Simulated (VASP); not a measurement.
MgF2: single point with PBE

The system is MgF2.

```
Mg F
1.0
     4.62202    0.00000    0.00000
     0.00000    4.62202    0.00000
     0.00000    0.00000    3.04611
Mg F
2 4
Direct
  0.50000 0.50000 0.50000
  0.00000 0.00000 0.00000
  0.69705 0.69705 0.00000
  0.80295 0.19705 0.50000
  0.30295 0.30295 0.00000
  0.19705 0.80295 0.50000
```

```json
{
  "Program": "VASP 6.6.1",
  "Task": "single point",
  "Functional": "PBE",
  "Potentials or basis": "VASP PAW PBE potentials, release 64 (Mg, F)",
  "Cutoff": "600 eV",
  "k mesh": "6 × 6 × 8",
  "Occupations": "fermi-dirac, width 0.02 eV",
  "Spin": "no spin polarisation",
  "Dipole correction": "no",
  "Further INCAR settings": "ALGO = Normal; EDIFF = 1e-06; NBANDS = 25"
}
```

- Pressure: 3.9 GPa
- Largest force: 0.026 eV/Å
- Band gap on the k mesh: 7.12 eV

Forces on the atoms (eV/Å):
```
Mg   0.000  0.000  0.000
Mg   0.000  0.000  0.000
F    0.018  0.018  0.000
F   -0.018  0.018  0.000
F   -0.018 -0.018  0.000
F    0.018 -0.018  0.000
```

Stress tensor (GPa, compression positive):
```
3.71 0.00 0.00
0.00 3.71 0.00
0.00 0.00 4.14
```

Levels at points of the mesh, in eV from the valence-band top:
```
           k point  band 14  band 15  band 16  band 17  band 18  band 19
(0.00, 0.00, 0.00)    -0.32    -0.32     0.00     7.12    12.28    12.28
(0.50, 0.00, 0.00)    -0.98    -0.38    -0.38     9.53     9.53    13.53
(0.50, 0.50, 0.00)    -0.95    -0.78    -0.78    11.24    11.24    11.32
(0.00, 0.00, 0.50)    -1.15    -0.86    -0.86    11.88    11.88    14.99
(0.50, 0.00, 0.50)    -0.74    -0.67    -0.67    12.78    12.78    13.50
(0.50, 0.50, 0.50)    -0.61    -0.48    -0.48    13.33    13.33    13.35
```

Run time: 70 s on 1 thread of Intel(R) Xeon(R) Platinum 8259CL CPU @ 2.50GHz (Skylake/Cascade Lake) (shared host), peak memory 0.23 GiB.

Caveat: the cell stands under pressure. A k mesh can miss the band edges.
